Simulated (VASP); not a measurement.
A run of VASP 6.6.1:

Contents of INCAR:

```
ALGO = Normal ; EDIFF = 1E-6
ENCUT = 520 ; GGA = CA
ISIF = 2 ; ISMEAR = -1
LASPH = True ; LCHARG = False
LREAL = False ; LWAVE = False
NBANDS = 35 ; NELM = 60
PREC = Accurate ; SIGMA = 0.03
```

The input KPOINTS:

```
k-points
0
Gamma
  10 10 3
```

POSCAR

```
MoS2
1.0
    3.2229977647      0.0000000000      0.0000000000
   -1.6114988823      2.7911979406      0.0000000000
    0.0000000000      0.0000000000     12.5361396517
Mo S
2 4
Direct
    0.3333333333      0.6666666667      0.2500000000
    0.6666666667      0.3333333333      0.7500000000
    0.3333333333      0.6666666667      0.6275000000
    0.6666666667      0.3333333333      0.1275000000
    0.3333333333      0.6666666667      0.8725000000
    0.6666666667      0.3333333333      0.3725000000
```

Potentials or basis: VASP PAW LDA potentials, release 64 (Mo_sv, S).

Command:

```sh
$ cat potpaw_LDA.64/Mo_sv/POTCAR potpaw_LDA.64/S/POTCAR > POTCAR
$ mpirun -np 1 vasp_std > vasp.out
```

Hardware: 1 thread of Intel Xeon 8259CL, on a shared host.

Q: How long does it take, and how much memory?

A: Run time: 2.2 min on 1 thread of Intel Xeon 8259CL, with other jobs on the host, peak memory 0.24 GiB. Counts: scf iterations 14, k points 28.
